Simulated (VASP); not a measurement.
# Ba3Bi2Sb4 (a cell with a defect) in VASP: a series of runs

Ba3Bi2Sb4 (a cell with a defect) is run at these levels: PBE; tasks: single point.

Program: VASP 6.6.1. These are calculated values, not measurements. Logs are shortened: lines on timing, memory, paths and dates and some standing lists are left out, and cuts for length are marked.

## Step 1: The cell of the first run

The cell holds a defect, 9 atoms: a = 6.764 Å, b = 9.680 Å, c = 6.764 Å, α = 69.04°, β = 110.12°, γ = 110.96°.

## Step 2: Single point, PBE

Contents of INCAR:

```
PREC     = Accurate       # precision mode
ENCUT    = 520            # plane-wave cutoff, eV
EDIFF    = 1E-6           # SCF threshold, eV
ISMEAR   = 0              # smearing method
SIGMA    = 0.1            # smearing width, eV
LREAL    = F              # projectors in reciprocal space
LASPH    = T              # aspherical terms in the spheres
NELM     = 100            # most SCF steps
ALGO     = Normal         # electronic algorithm
ISIF     = 2              # what is computed and relaxed
LWAVE    = F              # write WAVECAR
LCHARG   = F              # write CHGCAR
GGA      = PE             # functional
NBANDS   = 50             # bands
```

Contents of KPOINTS:

```
regular mesh
0
Gamma
  2 2 2
```

Contents of POSCAR:

```
Ba3Bi2Sb4
1.0
   -2.4201097500      3.8740100000      4.9887738800
    9.6804380000      0.0000000000      0.0000004900
    2.4201097500      3.8740100000     -4.9887738800
Bi Ba Sb
2 3 4
Direct
   -0.0409701512     -0.0392675854      0.0431278638
    0.0077952322      0.4902585345     -0.0056481030
    0.7190618850      0.1331004662      0.2830780166
    0.5119693042      0.4853317351      0.4901778250
    0.2717220543      0.8983442007      0.7304168148
    0.7977889449      0.2365453524      0.7452852856
    0.2568585059      0.2365457493      0.2043594569
    0.6858536840      0.7798202209      0.7016726776
    0.3004743334      0.7798209101      0.3162889171
```

Potentials or basis: VASP PAW PBE potentials, release 64 (Bi_d, Ba_sv, Sb).

Command:

```bash
$ cat potpaw_PBE.64/Bi_d/POTCAR potpaw_PBE.64/Ba_sv/POTCAR potpaw_PBE.64/Sb/POTCAR > POTCAR
$ mpirun -np 1 vasp_std > vasp.out
```

OUTCAR:

```text
PREC = Accurate
   ENCUT = 520
   EDIFF = 1E-6
   ISMEAR = 0
   LREAL = F
   LASPH = T
   NELM = 100
   ISIF = 2
   GGA = PE

 ion  position               nearest neighbor table
   1  0.959  0.961  0.043-   7 3.02   6 3.02   9 3.08   8 3.08   3 3.71   5 3.77   5 4.31   5 4.31

   2  0.008  0.490  0.994-   7 3.12   6 3.12   3 3.54   9 3.73   8 3.73   5 3.75   4 3.87   4 3.87

   3  0.719  0.133  0.283-   7 3.43   6 3.43   2 3.54   9 3.57   8 3.57   6 3.59   7 3.59   1 3.71
                             5 4.46   5 4.66   5 4.66
   4  0.512  0.485  0.490-   7 3.25   6 3.25   8 3.30   9 3.30   2 3.87   2 3.87
   5  0.272  0.898  0.730-   9 3.47   8 3.47   8 3.67   9 3.67   2 3.75   1 3.77   7 3.88   6 3.88
                             1 4.31   1 4.31   3 4.46   3 4.66   3 4.66
   6  0.798  0.237  0.745-   1 3.02   2 3.12   4 3.25   3 3.43   7 3.56   3 3.59   5 3.88
   7  0.257  0.237  0.204-   1 3.02   2 3.12   4 3.25   3 3.43   6 3.56   3 3.59   5 3.88
   8  0.686  0.780  0.702-   9 2.99   1 3.08   4 3.30   5 3.47   3 3.57   5 3.67   2 3.73
   9  0.300  0.780  0.316-   8 2.99   1 3.08   4 3.30   5 3.47   3 3.57   5 3.67   2 3.73

  LATTYP: Found a base centered monoclinic cell.
 ALAT       =    11.0895980140
 B/A-ratio  =     0.6986745588
 C/A-ratio  =     0.8729295677
 COS(beta)  =    -0.4364647834

  Lattice vectors:

 A1 = (  -2.4201097500,   3.8740100000,   4.9887738800)
 A2 = (  -2.4201097500,  -3.8740100000,   4.9887738800)
 A3 = (   9.6804380000,   0.0000000000,   0.0000004900)

Analysis of symmetry for initial positions (statically):
=====================================================================
 Subroutine PRICEL returns:
 Original cell was already a primitive cell.

 Routine SETGRP: Setting up the symmetry group for a
 base centered monoclinic supercell.

 Subroutine GETGRP returns: Found  1 space group operations
 (whereof  1 operations were pure point group operations)
 out of a pool of  4 trial point group operations.

The static configuration has the point symmetry C_1 .

Analysis of symmetry for dynamics (positions and initial velocities):
=====================================================================
 Subroutine PRICEL returns:
 Original cell was already a primitive cell.

 Routine SETGRP: Setting up the symmetry group for a
 base centered monoclinic supercell.

 Subroutine GETGRP returns: Found  1 space group operations
 (whereof  1 operations were pure point group operations)
 out of a pool of  4 trial point group operations.

The dynamic configuration has the point symmetry C_1 .

 Subroutine INISYM returns: Found  1 space group operations
 (whereof  1 operations are pure point group operations),
 and found     1 'primitive' translations

----------------------------------------------------------------------------------------

                                     Primitive cell

  volume of cell :     374.1791

  direct lattice vectors                    reciprocal lattice vectors
    -2.420109750  3.874010000  4.988773880    -0.000000005  0.129065232  0.100225025
     9.680438000  0.000000000  0.000000490     0.103301108  0.000000000  0.050112518
     2.420109750  3.874010000 -4.988773880     0.000000005  0.129065232 -0.100225025

  length of vectors
     6.764077876  9.680438000  6.764077876     0.163410189  0.114814561  0.163410189

  position of ions in fractional coordinates (direct lattice)
     0.959029849  0.960732415  0.043127864
     0.007795232  0.490258535  0.994351897
     0.719061885  0.133100466  0.283078017
     0.511969304  0.485331735  0.490177825
     0.271722054  0.898344201  0.730416815
     0.797788945  0.236545352  0.745285286
     0.256858506  0.236545749  0.204359457
     0.685853684  0.779820221  0.701672678
     0.300474333  0.779820910  0.316288917

  ion indices of the primitive-cell ions
   primitive index   ion index
                 1           1
                 2           2
                 3           3
                 4           4
                 5           5
                 6           6
[... 47 lines left out ...]
  Thomas-Fermi vector in A             =   2.109728
   LORBIT       =      0    0 simple, 1 ext, 2 COOP (PROOUT), +10 PAW based schemes
   GGA     = PE    functional components
   LHFCALC =     F    Hartree Fock is set to
   AEXX    =    0.0000 exact exchange contribution
   IVDW    =     0    specifies the selected vdW correction
   LEPSILON=     F    determine dielectric tensor
   LRPA    =     F    only Hartree local field effects (RPA)
 non-spin polarized calculation
 Gauss-broadening in eV      SIGMA  =   0.10
  energy-cutoff  :      520.00
  volume of cell :      374.18
 maximum number of plane-waves:     10126
   NGX = 25   NGY = 35   NGZ = 25

 number of electron      80.0000004 magnetization

 Free energy of the ion-electron system (eV)
  ---------------------------------------------------
  ext. energy  EPLUGINS =         0.00000000
  ---------------------------------------------------
  free energy    TOTEN  =       -34.35644879 eV

  energy without entropy =      -34.34963105  energy(sigma->0) =      -34.35303992

 E-fermi :   3.8098     XC(G=0):  -8.3602

 val. band max:        3.7242953437   @ k =   0.0000   0.5000   0.0000
 cond. band min:       3.8955818160   @ k =   0.5000   0.5000   0.5000
 fundamental gap:      0.1712864723
 Fermi energy:         3.8098169878

 k-point     1 :       0.0000    0.0000    0.0000
  band No.  band energies     occupation
      1     -24.4448      2.00000
      2     -24.2917      2.00000
      3     -23.9978      2.00000
      4     -19.1390      2.00000
      5     -19.1188      2.00000
      6     -19.0816      2.00000
[... 42 lines left out ...]
     49       6.4701      0.00000
     50       6.9966      0.00000

 k-point     2 :       0.5000    0.0000   -0.0000
  band No.  band energies     occupation
      1     -24.4447      2.00000
      2     -24.2915      2.00000
      3     -23.9979      2.00000
      4     -19.1390      2.00000
      5     -19.1188      2.00000
      6     -19.0816      2.00000
[... 310 lines left out ...]
 k-point     8 :       0.5000    0.5000    0.5000
  band No.  band energies     occupation
      1     -24.4447      2.00000
      2     -24.2913      2.00000
      3     -23.9979      2.00000
      4     -19.1390      2.00000
      5     -19.1188      2.00000
      6     -19.0816      2.00000
[... 42 lines left out ...]
     49       6.3781      0.00000
     50       6.5056      0.00000

------------------------ aborting loop because EDIFF is reached ----------------------------------------

  FORCE on cell =-STRESS in cart. coord.  units (eV):
  Direction    XX          YY          ZZ          XY          YZ          ZX
  --------------------------------------------------------------------------------------
  -------------------------------------------------------------------------------------
  Total        6.5799906      2.0280452      1.1939067      0.0000986      0.0001269     -1.1363078
  in kB       28.1745042      8.6837766      5.1121243      0.0004223      0.0005433     -4.8654944
  external PRESSURE =      13.9901351 kB  Pullay stress =       0.0000000 kB

 VOLUME and BASIS-vectors are now :
 -----------------------------------------------------------------------------
  energy-cutoff  :      520.00
  volume of cell :      374.18
      direct lattice vectors                 reciprocal lattice vectors
    -2.420109750  3.874010000  4.988773880    -0.000000005  0.129065232  0.100225025
     9.680438000  0.000000000  0.000000490     0.103301108  0.000000000  0.050112518
     2.420109750  3.874010000 -4.988773880     0.000000005  0.129065232 -0.100225025

 POSITION                                       TOTAL-FORCE (eV/Angst)
 -----------------------------------------------------------------------------------
      7.08373      3.88237      4.56923        -0.070126     -0.000037      0.024510
      7.13349      3.88233     -4.92171         0.021347     -0.000172      0.014699
      0.23334      3.88230      2.17502         0.010051      0.000009     -0.015472
      4.64549      3.88233      0.10871         0.011817     -0.000013      0.003034
      9.80646      3.88230     -2.28832         0.023166     -0.000016     -0.001517
      2.16280      5.97788      0.26193         0.016524      0.040328     -0.000837
      2.16281      1.78676      0.26191         0.016607     -0.040247     -0.000785
      7.58729      5.37529     -0.07892        -0.014625      0.008224     -0.011833
      7.58728      2.38935     -0.07889        -0.014760     -0.008078     -0.011800
 -----------------------------------------------------------------------------------
    total drift:                                0.000167     -0.000194     -0.000899

  FREE ENERGIE OF THE ION-ELECTRON SYSTEM (eV)
  ---------------------------------------------------
  free  energy   TOTEN  =       -34.3564487869 eV

  energy  without entropy=      -34.3496310475  energy(sigma->0) =      -34.35303992
```

It took 2 min on 1 thread of AMD EPYC 9R45 (Zen 5), shared host; peak memory 0.45 GiB.

What came out:

```yaml
Free_energy: -34.3564 eV
Pressure: 1.4 GPa
Largest_force: 0.074 eV/Å
Band_gap_on_the_k_mesh: zero (band 40 reaches 3.90 eV, above the bottom of band 41 at 3.39 eV)
```

Forces on the atoms (eV/Å):
```
Bi  -0.070  0.000  0.025
Bi   0.021  0.000  0.015
Ba   0.010  0.000 -0.015
Ba   0.012  0.000  0.003
Ba   0.023  0.000 -0.002
Sb   0.017  0.040 -0.001
Sb   0.017 -0.040 -0.001
Sb  -0.015  0.008 -0.012
Sb  -0.015 -0.008 -0.012
```

Caveat: the k points lie up to 0.51 Å⁻¹ apart; spin-orbit coupling is left out, which moves the levels of the heavy elements.

## Step 3: Single point, PBE

Contents of INCAR:

```
SYSTEM = Ba3Bi2Sb4
PREC = Accurate
ENCUT = 520
EDIFF = 1E-7
ISMEAR = 0
SIGMA = 0.1
LREAL = .False.
LASPH = .True.
NELM = 100
ALGO = Normal
ISIF = 2
LWAVE = .False.
LCHARG = .False.
GGA = PE
NBANDS = 50
```

Contents of KPOINTS:

```
Automatic mesh
0
Gamma
  2 2 2
  0 0 0
```

Contents of POSCAR:

```
Ba3Bi2Sb4
1.0
   -2.4201097500      3.8740100000      4.9887738800
    9.6804380000      0.0000000000      0.0000004900
    2.4201097500      3.8740100000     -4.9887738800
Bi Ba Sb
2 3 4
Direct
   -0.0289766795     -0.0287866056      0.0311904063
    0.0065527732      0.4910085822     -0.0043488553
    0.7188287073      0.1300054033      0.2833690155
    0.5886790633      0.5276197635      0.4135248546
    0.2754101957      0.9004125970      0.7267875271
    0.7840745459      0.2365767993      0.7443866609
    0.2578166996      0.2365795035      0.2181312200
    0.6835080833      0.7718006628      0.7039201887
    0.2982858628      0.7718000122      0.3186939592
```

Potentials or basis: VASP PAW PBE potentials, release 64 (Bi_d, Ba_sv, Sb).

Command:

```bash
$ cat potpaw_PBE.64/Bi_d/POTCAR potpaw_PBE.64/Ba_sv/POTCAR potpaw_PBE.64/Sb/POTCAR > POTCAR
$ mpirun -np 1 vasp_std > vasp.out
```

It took 2.7 min on 1 thread of AMD EPYC 9R45 (Zen 5), shared host; peak memory 0.44 GiB.

It converged, with:

```yaml
Free_energy: -34.6742 eV
Pressure: 0.8 GPa
Largest_force: 0.692 eV/Å
Band_gap_on_the_k_mesh: zero (band 40 reaches 3.86 eV, above the bottom of band 41 at 3.51 eV)
```

Forces on the atoms (eV/Å):
```
Bi  -0.043  0.000  0.058
Bi   0.019  0.000 -0.084
Ba  -0.021  0.000 -0.113
Ba   0.036  0.000  0.691
Ba   0.012  0.000 -0.070
Sb   0.052 -0.046 -0.135
Sb   0.052  0.046 -0.135
Sb  -0.053  0.040 -0.106
Sb  -0.053 -0.040 -0.106
```

Stress tensor (GPa, compression positive):
```
 1.96  0.00 -0.58
 0.00  0.05  0.00
-0.58  0.00  0.52
```

Levels at points of the mesh, in eV from the Fermi level:
```csv
k point,band 38,band 39,band 40,band 41,band 42,band 43
"(0.00, 0.00, 0.00)",-0.87,-0.57,-0.28,-0.18,1.01,1.20
"(0.50, 0.00, 0.00)",-0.78,-0.70,-0.59,0.43,0.69,0.93
"(0.00, 0.00, 0.50)",-0.78,-0.70,-0.59,0.43,0.69,0.93
"(0.00, 0.50, 0.00)",-0.75,-0.43,-0.29,0.78,1.01,1.32
"(0.50, 0.50, 0.00)",-0.95,-0.52,-0.23,0.29,0.69,1.12
"(0.00, 0.50, 0.50)",-0.95,-0.52,-0.23,0.29,0.69,1.12
"(0.50, 0.00, 0.50)",-0.77,-0.34,-0.23,0.63,1.26,1.41
"(0.50, 0.50, 0.50)",-0.59,-0.38,0.17,0.63,1.24,1.33
```

Caveat: the k points lie up to 0.51 Å⁻¹ apart; spin-orbit coupling is left out, which moves the levels of the heavy elements.

## Step 4: Single point, PBE

Contents of INCAR:

```
SYSTEM = Ba3Bi2Sb4
PREC = Accurate ; ENCUT = 520
EDIFF = 1E-7 ; ISMEAR = 0
SIGMA = 0.1 ; LREAL = .False.
LASPH = .True. ; NELM = 60
ALGO = Normal ; ISIF = 2
LWAVE = .False. ; LCHARG = .False.
GGA = PE ; NBANDS = 50
```

KPOINTS is that of step 3.

Contents of POSCAR:

```
Ba3Bi2Sb4
1.0
   -2.4201097500      3.8740100000      4.9887738800
    9.6804380000      0.0000000000      0.0000004900
    2.4201097500      3.8740100000     -4.9887738800
Bi Ba Sb
2 3 4
Direct
   -0.0139572745     -0.0118168516      0.0162228856
    0.0056543262      0.4908351272     -0.0033977497
    0.7172147475      0.1249241148      0.2850454428
    0.6599631752      0.5682074102      0.3423050172
    0.2781747103      0.8964608704      0.7240867707
    0.7584939275      0.2411338197      0.7345437776
    0.2677196941      0.2411391667      0.2437663371
    0.6869835806      0.7613263357      0.7047020371
    0.2975577235      0.7613242227      0.3152767813
```

Command:

```bash
$ cat potpaw_PBE.64/Bi_d/POTCAR potpaw_PBE.64/Ba_sv/POTCAR potpaw_PBE.64/Sb/POTCAR > POTCAR
$ mpirun -np 1 vasp_std > vasp.out
```

Wall time 6.2 min (1 thread of AMD EPYC 7R13, shared host); peak memory 0.44 GiB.

Results (log left out):

| Property | Result |
| --- | --- |
| Free energy | -35.2809 eV |
| Pressure | -0.3 GPa |
| Largest force | 0.609 eV/Å |
| Band gap on the k mesh | zero (band 40 reaches 3.76 eV, above the bottom of band 41 at 3.49 eV) |

Forces in eV/Å, atoms in the order of the input:
```
Bi   0.057  0.000  0.070
Bi   0.025  0.000 -0.084
Ba  -0.033  0.000 -0.103
Ba   0.046  0.000  0.607
Ba  -0.044  0.000 -0.063
Sb   0.074 -0.129 -0.145
Sb   0.074  0.129 -0.145
Sb  -0.099  0.017 -0.068
Sb  -0.099 -0.017 -0.068
```

Stress tensor (GPa, compression positive):
```
 0.29  0.00 -0.30
 0.00 -1.77  0.00
-0.30  0.00  0.60
```

Levels at points of the mesh, in eV from the Fermi level:
| k point | band 38 | band 39 | band 40 | band 41 | band 42 | band 43 |
| --- | --- | --- | --- | --- | --- | --- |
| (0.00, 0.00, 0.00) | -0.79 | -0.55 | -0.47 | -0.19 | 1.12 | 1.23 |
| (0.50, 0.00, 0.00) | -0.99 | -0.84 | -0.54 | 0.32 | 0.56 | 1.01 |
| (0.00, 0.50, 0.00) | -0.87 | -0.59 | -0.36 | 0.73 | 0.90 | 1.46 |
| (0.50, 0.50, 0.00) | -0.94 | -0.37 | -0.28 | 0.14 | 0.59 | 1.26 |
| (0.50, 0.00, 0.50) | -0.73 | -0.33 | -0.07 | 0.60 | 0.88 | 1.33 |
| (0.50, 0.50, 0.50) | -0.72 | -0.43 | 0.08 | 0.65 | 1.15 | 1.25 |

Caveat: the k points lie up to 0.51 Å⁻¹ apart; spin-orbit coupling is left out, which moves the levels of the heavy elements.

## Step 5: Single point, PBE

Contents of INCAR:

```
PREC     = Accurate       # precision mode
ENCUT    = 520            # plane-wave cutoff, eV
EDIFF    = 1E-6           # SCF threshold, eV
ISMEAR   = 0              # smearing method
SIGMA    = 0.1            # smearing width, eV
LREAL    = False          # projectors in reciprocal space
LASPH    = True           # aspherical terms in the spheres
NELM     = 60             # most SCF steps
ALGO     = Normal         # electronic algorithm
ISIF     = 2              # what is computed and relaxed
LWAVE    = False          # write WAVECAR
LCHARG   = False          # write CHGCAR
GGA      = PE             # functional
NBANDS   = 50             # bands
```

Contents of KPOINTS:

```
Automatic mesh
0
Gamma
  2 2 2
```

Contents of POSCAR:

```
Ba3Bi2Sb4
1.0
   -2.4201097500      3.8740100000      4.9887738800
    9.6804380000      0.0000000000      0.0000004900
    2.4201097500      3.8740100000     -4.9887738800
Bi Ba Sb
2 3 4
Direct
    0.0027064929      0.0071579865     -0.0001551314
    0.0163018279      0.4934930310     -0.0134541326
    0.7195384885      0.1185746744      0.2830224238
    0.7142396501      0.6010615054      0.2879012839
    0.2819466687      0.8906825664      0.7203192005
    0.7100023502      0.2495652956      0.7133739446
    0.2890831097      0.2498444740      0.2912574160
    0.6966551892      0.7498924300      0.7013115172
    0.3009556332      0.7497794962      0.3058711431
```

Command:

```bash
$ cat potpaw_PBE.64/Bi_d/POTCAR potpaw_PBE.64/Ba_sv/POTCAR potpaw_PBE.64/Sb/POTCAR > POTCAR
$ mpirun -np 1 vasp_std > vasp.out
```

Wall time 7.3 min (1 thread of AMD EPYC 7R13, shared host); peak memory 0.45 GiB.

The run converged. Its results:

```
Free energy            : -35.5731 eV
Pressure               : -1.2 GPa
Largest force          : 0.014 eV/Å
Band gap on the k mesh : zero (band 40 reaches 3.73 eV, above the bottom of band 41 at 3.36 eV)
```

Forces in eV/Å, atoms in the order of the input:
```
Bi   0.008 -0.003  0.000
Bi   0.001 -0.008 -0.006
Ba   0.007  0.000  0.003
Ba   0.010  0.003  0.005
Ba  -0.013 -0.001 -0.005
Sb   0.007  0.006  0.005
Sb   0.000  0.003 -0.003
Sb  -0.010 -0.006  0.000
Sb  -0.009  0.005  0.001
```

Stress tensor (GPa, compression positive):
```
-1.38  0.00 -0.02
 0.00 -3.43  0.00
-0.02  0.00  1.21
```

Levels at points of the mesh, in eV from the Fermi level:
| k point | band 38 | band 39 | band 40 | band 41 | band 42 | band 43 |
| --- | --- | --- | --- | --- | --- | --- |
| (0.00, 0.00, 0.00) | -0.78 | -0.63 | -0.51 | -0.30 | 1.01 | 1.34 |
| (0.50, 0.00, 0.00) | -1.05 | -0.80 | -0.54 | 0.29 | 0.58 | 1.03 |
| (0.00, 0.00, 0.50) | -1.05 | -0.80 | -0.54 | 0.29 | 0.58 | 1.03 |
| (0.00, 0.50, 0.00) | -0.82 | -0.60 | -0.59 | 0.76 | 0.95 | 1.29 |
| (0.50, 0.50, 0.00) | -1.07 | -0.38 | -0.10 | 0.15 | 0.41 | 1.38 |
| (0.00, 0.50, 0.50) | -1.08 | -0.38 | -0.10 | 0.15 | 0.41 | 1.38 |
| (0.50, 0.00, 0.50) | -0.71 | -0.35 | 0.07 | 0.46 | 0.60 | 1.39 |
| (0.50, 0.50, 0.50) | -0.71 | -0.45 | -0.14 | 0.79 | 1.08 | 1.16 |

Caveat: the k points lie up to 0.51 Å⁻¹ apart; spin-orbit coupling is left out, which moves the levels of the heavy elements.
